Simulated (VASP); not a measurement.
# Pb2O (Pn-3m) in VASP: a series of runs

Aim: see how the results for Pb2O move with the level of theory and the settings. Levels: LDA, PBEsol, PBE. Tasks: single point.

Program: VASP 6.6.1. These are calculated values, not measurements. Logs are shortened: lines on timing, memory, paths and dates and some standing lists are left out, and cuts for length are marked.

## (1) The cell of the first run

Symmetry: Pn-3m, No. 224, cubic system. Conventional cell: a = 5.323 Å, b = 5.323 Å, c = 5.323 Å, α = 90.00°, β = 90.00°, γ = 90.00°. Pb (site symmetry -3m) has 2 O at 2.31 Å within 3.0 Å. O (site symmetry -43m) has 4 Pb at 2.31 Å within 3.0 Å.

## (2) Single point, LDA

File INCAR:

```
PREC = Accurate
ENCUT = 520
EDIFF = 1E-6
ISMEAR = -1
SIGMA = 0.1
LREAL = False
LASPH = True
NELM = 60
ALGO = Normal
ISIF = 2
LWAVE = False
LCHARG = True
GGA = CA
LELF = True
LVHAR = True
NBANDS = 43
```

File KPOINTS:

```
Automatic mesh
0
Gamma
  6 6 6
```

File POSCAR:

```
Pb2O
1.0
    5.3232540288      0.0000000000      0.0000000000
    0.0000000000      5.3232540288      0.0000000000
    0.0000000000      0.0000000000      5.3232540288
Pb O
4 2
Direct
    0.2500000000      0.2500000000      0.2500000000
    0.7500000000      0.7500000000      0.2500000000
    0.2500000000      0.7500000000      0.7500000000
    0.7500000000      0.2500000000      0.7500000000
    0.0000000000      0.0000000000      0.0000000000
    0.5000000000      0.5000000000      0.5000000000
```

Potentials or basis: VASP PAW LDA potentials, release 64 (Pb_d, O).

Launch:

```bash
$ cat potpaw_LDA.64/Pb_d/POTCAR potpaw_LDA.64/O/POTCAR > POTCAR
$ mpirun -np 1 vasp_std > vasp.out
```

OUTCAR:

```text
PREC = Accurate
   ENCUT = 520
   EDIFF = 1E-6
   ISMEAR = -1
   LREAL = False
   LASPH = True
   NELM = 60
   ISIF = 2
   GGA = CA

 ion  position               nearest neighbor table
   1  0.250  0.250  0.250-   5 2.31   6 2.31   4 3.76   2 3.76   3 3.76   3 3.76   4 3.76   2 3.76
                             3 3.76   3 3.76   2 3.76   4 3.76   4 3.76   2 3.76
   2  0.750  0.750  0.250-   5 2.31   6 2.31   4 3.76   1 3.76   3 3.76   3 3.76   4 3.76   1 3.76
                             4 3.76   4 3.76   1 3.76   3 3.76   3 3.76   1 3.76
   3  0.250  0.750  0.750-   5 2.31   6 2.31   4 3.76   1 3.76   2 3.76   1 3.76   2 3.76   1 3.76
                             4 3.76   1 3.76   2 3.76   4 3.76   2 3.76   4 3.76
   4  0.750  0.250  0.750-   5 2.31   6 2.31   3 3.76   1 3.76   2 3.76   1 3.76   2 3.76   2 3.76
                             3 3.76   2 3.76   1 3.76   3 3.76   1 3.76   3 3.76
   5  0.000  0.000  0.000-   1 2.31   2 2.31   3 2.31   4 2.31
   6  0.500  0.500  0.500-   1 2.31   2 2.31   3 2.31   4 2.31

  LATTYP: Found a simple cubic cell.
 ALAT       =     5.3232540288

  Lattice vectors:

 A1 = (   5.3232540288,   0.0000000000,   0.0000000000)
 A2 = (   0.0000000000,   5.3232540288,   0.0000000000)
 A3 = (   0.0000000000,   0.0000000000,   5.3232540288)

Analysis of symmetry for initial positions (statically):
=====================================================================
 Subroutine PRICEL returns:
 Original cell was already a primitive cell.

 Routine SETGRP: Setting up the symmetry group for a
 simple cubic supercell.

 Subroutine GETGRP returns: Found 48 space group operations
 (whereof 24 operations were pure point group operations)
 out of a pool of 48 trial point group operations.

The static configuration has the point symmetry T_d .
 The point group associated with its full space group is O_h .

Analysis of symmetry for dynamics (positions and initial velocities):
=====================================================================
 Subroutine PRICEL returns:
 Original cell was already a primitive cell.

 Routine SETGRP: Setting up the symmetry group for a
 simple cubic supercell.

 Subroutine GETGRP returns: Found 48 space group operations
 (whereof 24 operations were pure point group operations)
 out of a pool of 48 trial point group operations.

The dynamic configuration has the point symmetry T_d .
 The point group associated with its full space group is O_h .

 Subroutine INISYM returns: Found 48 space group operations
 (whereof 24 operations are pure point group operations),
 and found     1 'primitive' translations

----------------------------------------------------------------------------------------

                                     Primitive cell

  volume of cell :     150.8452

  direct lattice vectors                    reciprocal lattice vectors
     5.323254029  0.000000000  0.000000000     0.187855021  0.000000000  0.000000000
     0.000000000  5.323254029  0.000000000     0.000000000  0.187855021  0.000000000
     0.000000000  0.000000000  5.323254029     0.000000000  0.000000000  0.187855021

  length of vectors
     5.323254029  5.323254029  5.323254029     0.187855021  0.187855021  0.187855021

  position of ions in fractional coordinates (direct lattice)
     0.250000000  0.250000000  0.250000000
     0.750000000  0.750000000  0.250000000
     0.250000000  0.750000000  0.750000000
     0.750000000  0.250000000  0.750000000
     0.000000000  0.000000000  0.000000000
     0.500000000  0.500000000  0.500000000

  ion indices of the primitive-cell ions
   primitive index   ion index
                 1           1
                 2           2
                 3           3
                 4           4
                 5           5
                 6           6

----------------------------------------------------------------------------------------

 KPOINTS: Automatic mesh

Automatic generation of k-mesh.
 Grid dimensions read from file:
 generate k-points for:    6    6    6

 Generating k-lattice:

  Cartesian coordinates                     Fractional coordinates (reciprocal lattice)
     0.031309170  0.000000000  0.000000000     0.166666667  0.000000000  0.000000000
     0.000000000  0.031309170  0.000000000     0.000000000  0.166666667  0.000000000
     0.000000000  0.000000000  0.031309170     0.000000000  0.000000000  0.166666667

  Length of vectors
     0.031309170  0.031309170  0.031309170

  Shift w.r.t. Gamma in fractional coordinates (k-lattice)
     0.000000000  0.000000000  0.000000000

 Subroutine IBZKPT returns following result:
 ===========================================

 Found     20 irreducible k-points:

 Following reciprocal coordinates:
            Coordinates               Weight
  0.000000  0.000000  0.000000      1.000000
  0.166667  0.000000  0.000000      6.000000
  0.333333  0.000000  0.000000      6.000000
  0.500000  0.000000  0.000000      3.000000
  0.166667  0.166667  0.000000     12.000000
  0.333333  0.166667  0.000000     24.000000
[... 12 lines left out ...]
  0.500000  0.500000  0.333333      6.000000
  0.500000  0.500000  0.500000      1.000000
   k-points           NKPTS =     20   k-points in BZ     NKDIM =     20   number of bands    NBANDS=     43
   number of dos      NEDOS =    301   number of ions     NIONS =      6
   total plane-waves  NPLWV =  64000
   dimension x,y,z NGX =    40 NGY =   40 NGZ =   40
   dimension x,y,z NGXF=    80 NGYF=   80 NGZF=   80
   ions per type =               4   2
   NGX,Y,Z   is equivalent  to a cutoff of  12.49, 12.49, 12.49 a.u.
   NGXF,Y,Z  is equivalent  to a cutoff of  24.98, 24.98, 24.98 a.u.
 SYSTEM =  unknown system
   PREC   = accura    normal or accurate (medium, high low for compatibility)
   ISTART =      0    job   : 0-new  1-cont  2-samecut
   ICHARG =      2    charge: 1-file 2-atom 10-const
   ISPIN  =      1    spin polarized calculation?
   LNONCOLLINEAR =      F non collinear calculations
   LSORBIT =      F    spin-orbit coupling
   LASPH  =      T    aspherical Exc in radial PAW
   ENCUT  =  520.0 eV  38.22 Ry    6.18 a.u.   9.90  9.90  9.90*2*pi/ulx,y,z
   NELM   =     60;   NELMIN=  2; NELMDL= -5     # of ELM steps
   EDIFF  = 0.1E-05   stopping-criterion for ELM
   LREAL  =      F    real-space projection
   EDIFFG = 0.1E-04   stopping-criterion for IOM
   NSW    =      0    number of steps for IOM
   IBRION =     -1    ionic relax: 0-MD 1-quasi-New 2-CG
   NFREE  =      0    steps in history (QN), initial steepest desc. (CG)
   ISIF   =      2    stress and relaxation
   ISYM   =      2    0-nonsym 1-usesym 2-fastsym
   POTIM  = 0.5000    time-step for ionic-motion
   TEBEG  =    0.0;   TEEND  =   0.0 temperature during run
   PSTRESS=    0.0 pullay stress
   NELECT =      68.0000    total number of electrons
   NUPDOWN=      -1.0000    fix difference up-down
   EMIN   =  10.00;   EMAX   =-10.00  energy-range for DOS
   EFERMI =   0.00;   METHOD = LEGACY
   ISMEAR =    -1;   SIGMA  =   0.10  broadening in eV -4-tet -1-fermi 0-gaus
   EFERMI_NEDOS =   21; number of points for ismear=-14 and -15
   IALGO  =     38    algorithm
   IMIX   =      4    mixing-type and parameters
     AMIX     =   0.40;   BMIX     =  1.00
     AMIX_MAG =   1.60;   BMIX_MAG =  1.00
  volume/ion in A,a.u.               =      25.14       169.66
  Fermi-wavevector in a.u.,A,eV,Ry     =   1.255261  2.372099 21.438421  1.575680
  Thomas-Fermi vector in A             =   2.389026
   LORBIT       =      0    0 simple, 1 ext, 2 COOP (PROOUT), +10 PAW based schemes
   GGA     = CA    functional components
   LHFCALC =     F    Hartree Fock is set to
   AEXX    =    0.0000 exact exchange contribution
   IVDW    =     0    specifies the selected vdW correction
   LEPSILON=     F    determine dielectric tensor
   LRPA    =     F    only Hartree local field effects (RPA)
 non-spin polarized calculation
  energy-cutoff  :      520.00
  volume of cell :      150.85
 maximum number of plane-waves:      4092
 NGX is ok and might be reduce to    40
   NGX = 19   NGY = 19   NGZ = 19

 number of electron      68.0000013 magnetization

 Free energy of the ion-electron system (eV)
  ---------------------------------------------------
  ext. energy  EPLUGINS =         0.00000000
  ---------------------------------------------------
  free energy    TOTEN  =       -30.61917640 eV

  energy without entropy =      -30.56571018  energy(sigma->0) =      -30.59244329

 E-fermi :   5.0061     XC(G=0): -10.0273

 val. band max:        4.9989620345   @ k =   0.5000   0.3333   0.3333
 cond. band min:       5.0595999524   @ k =   0.5000   0.1667   0.1667
 fundamental gap:      0.0606379179
 Fermi energy:         5.0060565708

 k-point     1 :       0.0000    0.0000    0.0000
  band No.  band energies     occupation
      1     -13.5597      2.00000
      2     -12.2508      2.00000
      3     -11.4062      2.00000
      4     -11.4062      2.00000
      5     -11.3460      2.00000
      6     -11.3460      2.00000
[... 35 lines left out ...]
     42      10.7479      0.00000
     43      10.7479      0.00000

 k-point     2 :       0.1667    0.0000    0.0000
  band No.  band energies     occupation
      1     -13.5046      2.00000
      2     -12.4282      2.00000
      3     -11.3987      2.00000
      4     -11.3915      2.00000
      5     -11.3411      2.00000
      6     -11.3372      2.00000
[... 35 lines left out ...]
     42      11.0990      0.00000
     43      11.1292      0.00000

 k-point     3 :       0.3333    0.0000    0.0000
  band No.  band energies     occupation
      1     -13.3430      2.00000
      2     -12.7637      2.00000
      3     -11.3789      2.00000
      4     -11.3511      2.00000
      5     -11.3412      2.00000
      6     -11.3155      2.00000
[... 35 lines left out ...]
     42      10.2151      0.00000
     43      11.8157      0.00000

 k-point     4 :       0.5000    0.0000    0.0000
  band No.  band energies     occupation
      1     -13.0876      2.00000
      2     -13.0876      2.00000
      3     -11.3556      2.00000
      4     -11.3556      2.00000
      5     -11.3002      2.00000
      6     -11.3002      2.00000
[... 679 lines left out ...]
     42      12.0011      0.00000
     43      12.0564      0.00000

 k-point    19 :       0.5000    0.5000    0.3333
  band No.  band energies     occupation
      1     -13.4963      2.00000
      2     -12.4409      2.00000
      3     -11.3374      2.00000
      4     -11.3374      2.00000
      5     -11.3298      2.00000
      6     -11.3225      2.00000
[... 35 lines left out ...]
     42      12.4444      0.00000
     43      12.5456      0.00000

 k-point    20 :       0.5000    0.5000    0.5000
  band No.  band energies     occupation
      1     -13.5502      2.00000
      2     -12.2686      2.00000
      3     -11.3390      2.00000
      4     -11.3390      2.00000
      5     -11.3390      2.00000
      6     -11.3261      2.00000
[... 35 lines left out ...]
     42      12.8149      0.00000
     43      12.8149      0.00000

------------------------ aborting loop because EDIFF is reached ----------------------------------------

  FORCE on cell =-STRESS in cart. coord.  units (eV):
  Direction    XX          YY          ZZ          XY          YZ          ZX
  --------------------------------------------------------------------------------------
  -------------------------------------------------------------------------------------
  Total        0.0514485      0.0514485      0.0514485     -0.0000000      0.0000000     -0.0000000
  in kB        0.5464513      0.5464513      0.5464513     -0.0000000      0.0000000     -0.0000000
  external PRESSURE =       0.5464513 kB  Pullay stress =       0.0000000 kB

 VOLUME and BASIS-vectors are now :
 -----------------------------------------------------------------------------
  energy-cutoff  :      520.00
  volume of cell :      150.85
      direct lattice vectors                 reciprocal lattice vectors
     5.323254029  0.000000000  0.000000000     0.187855021  0.000000000  0.000000000
     0.000000000  5.323254029  0.000000000     0.000000000  0.187855021  0.000000000
     0.000000000  0.000000000  5.323254029     0.000000000  0.000000000  0.187855021

 POSITION                                       TOTAL-FORCE (eV/Angst)
 -----------------------------------------------------------------------------------
      1.33081      1.33081      1.33081        -0.000000     -0.000000      0.000000
      3.99244      3.99244      1.33081         0.000000     -0.000000      0.000000
      1.33081      3.99244      3.99244         0.000000      0.000000     -0.000000
      3.99244      1.33081      3.99244        -0.000000     -0.000000     -0.000000
      0.00000      0.00000      0.00000         0.000000     -0.000000     -0.000000
      2.66163      2.66163      2.66163         0.000000     -0.000000     -0.000000
 -----------------------------------------------------------------------------------
    total drift:                                0.000000      0.000000     -0.000000

  FREE ENERGIE OF THE ION-ELECTRON SYSTEM (eV)
  ---------------------------------------------------
  free  energy   TOTEN  =       -30.6191764014 eV

  energy  without entropy=      -30.5657101832  energy(sigma->0) =      -30.59244329
```

Run time: 75 s. Hardware: 1 thread of AMD EPYC 9R45 (Zen 5), shared host; peak memory 0.22 GiB.

Results:

```yaml
Free_energy: -30.6192 eV
Pressure: 0.1 GPa
Band_gap_on_the_k_mesh: zero (bands 34 and 35 overlap by 0.89 eV)
```

Caveat: spin-orbit coupling is left out, which moves the levels of the heavy elements.

[end of part 1 of 2]

The gap in the log of VASP goes by the Fermi energy; the results here count the filled bands.